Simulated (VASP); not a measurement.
Set up this calculation in VASP 6.6.1, as the native input.

| Quantity | Value |
| --- | --- |
| Task | single point |
| Functional | r2SCAN |
| Dispersion | rVV10 |
| Potentials or basis | VASP PAW PBE potentials, release 64 (Sr_sv, H, Si) |
| Cutoff | 520 eV |
| k mesh | 8 × 8 × 4 |
| Occupations | fermi-dirac, width 0.03 eV |
| Spin | no spin polarisation |
| Dipole correction | no |
| Further INCAR settings | ALGO = Normal; EDIFF = 1e-06; NBANDS = 20 |

The system is SrSiH6.

```xyz
8
Lattice="3.3264 0.0000 0.0000 0.0000 3.3264 0.0000 0.0000 0.0000 5.6954" Properties=species:S:1:pos:R:3 pbc="T T T"
Sr    1.6632    1.6632    2.8477
H     1.6632    1.6632    0.0000
H     0.0000    0.0000    2.8477
H     0.0000    1.6632    0.9624
H     1.6632    0.0000    4.7330
H     1.6632    0.0000    0.9624
H     0.0000    1.6632    4.7330
Si    0.0000    0.0000    0.0000
```

One way to write it, as run:

POSCAR

```
SrSiH6
1.0
    3.3263894611      0.0000000000      0.0000000000
    0.0000000000      3.3263894611      0.0000000000
    0.0000000000      0.0000000000      5.6953917067
Sr H Si
1 6 1
Direct
    0.5000000000      0.5000000000      0.5000000000
    0.5000000000      0.5000000000      0.0000000000
    0.0000000000      0.0000000000      0.5000000000
    0.0000000000      0.5000000000      0.1689825495
    0.5000000000      0.0000000000      0.8310174505
    0.5000000000      0.0000000000      0.1689825495
    0.0000000000      0.5000000000      0.8310174505
    0.0000000000      0.0000000000      0.0000000000
```

INCAR.step1

```
  ALGO = Normal
  EDIFF = 1E-4
  ENCUT = 520
  GGA = PE
  ISMEAR = -1
  LASPH = T
  LCHARG = F
  LREAL = F
  LWAVE = T
  NBANDS = 20
  NELM = 100
  PREC = Accurate
  SIGMA = 0.03
```

INCAR.step2

```
  ALGO = Normal
  BPARAM = 11.95
  CPARAM = 0.0093
  EDIFF = 1E-6
  ENCUT = 520
  ISIF = 2
  ISMEAR = -1
  ISTART = 1
  IVDW_NL = 2
  LASPH = T
  LCHARG = F
  LMIXTAU = T
  LREAL = F
  LUSE_VDW = T
  LWAVE = F
  METAGGA = R2SCAN
  NBANDS = 20
  NELM = 100
  PREC = Accurate
  SIGMA = 0.03
```

KPOINTS

```
k-points
0
Gamma
  8 8 4
```

Potentials or basis: VASP PAW PBE potentials, release 64 (Sr_sv, H, Si).

Command:

```console
$ cat potpaw_PBE.64/Sr_sv/POTCAR potpaw_PBE.64/H/POTCAR potpaw_PBE.64/Si/POTCAR > POTCAR
$ cp INCAR.step1 INCAR
$ mpirun -np 1 vasp_std > vasp.out
$ cp INCAR.step2 INCAR
$ mpirun -np 1 vasp_std > vasp.out
```

It gave:

| Quantity | Value |
| --- | --- |
| Pressure | 0.2 GPa |
| Largest force | 0.006 eV/Å |
| Band gap on the k mesh | zero (bands 10 and 11 overlap by 4.38 eV) |

Caveat: the PAW data sets were made with another functional, which shifts forces and pressure a little.

Run time: 5.5 min on 1 thread of Oxide Virtual Turin-like Processor (shared host), peak memory 0.32 GiB.
